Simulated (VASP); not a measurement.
Wanted: the native input for a VASP 6.6.1 run.

```yaml
Task: electric field gradients
Functional: PBEsol
Potentials_or_basis: VASP PAW PBE potentials, release 64 (Si, W_sv)
Cutoff: 520 eV
k_mesh: 13 × 13 × 13
Occupations: fermi-dirac, width 0.05 eV
Spin: no spin polarisation
Dipole_correction: no
Further_INCAR_settings: ALGO = Normal; EDIFF = 1e-08; NBANDS = 18
```

The structure of Si2W lies in POSCAR:

```
Si2W
1.0
   -1.6069000000      1.6069000000      3.9149500000
    1.6069000000     -1.6069000000      3.9149500000
    1.6069000000      1.6069000000     -3.9149500000
Si W
2 1
Direct
    0.4041260000      0.4041260000      0.0000000000
    0.5958740000      0.5958740000      0.0000000000
    0.0000000000      0.0000000000      0.0000000000
```

This cell differs from its parent crystal: shortest bond scaled by 0.58.

One way to write it, as run:

INCAR

```
PREC = Accurate
ENCUT = 520
EDIFF = 1E-8
ISMEAR = -1
SIGMA = 0.05
LREAL = False
LASPH = True
NELM = 60
ALGO = Normal
ISIF = 2
LWAVE = False
LCHARG = False
GGA = PS
LEFG = True
NBANDS = 18
```

KPOINTS

```
regular mesh
0
Gamma
  13 13 13
```

Potentials or basis: VASP PAW PBE potentials, release 64 (Si, W_sv).

Command:

```sh
$ cat potpaw_PBE.64/Si/POTCAR potpaw_PBE.64/W_sv/POTCAR > POTCAR
$ mpirun -np 1 vasp_std > vasp.out
```

It gave:

The pressure is 109.9 GPa. The largest force is 46.019 eV/Å and the band gap on the k mesh is zero (bands 11 and 12 overlap by 2.54 eV). The largest electric field gradient by atom is Si -14.1; W +127.8 V/Å².

Caveat: the cell differs from its parent crystal (shortest bond scaled by 0.58); atoms lie so close that the PAW spheres overlap strongly, which falsifies energies and pressures; the stress differs along the axes, from 41 to 248 GPa; without QUAD_EFG the Cq values of the log hold for a quadrupole moment of 1 mb, not for the nuclei; the PAW data sets were made with another functional, which shifts forces and pressure a little; spin-orbit coupling is left out, which moves the levels of the heavy elements.

It took 3.1 min on 1 thread of AMD EPYC 7R13 Processor (Zen 3), on a shared host, peak memory 0.27 GiB.
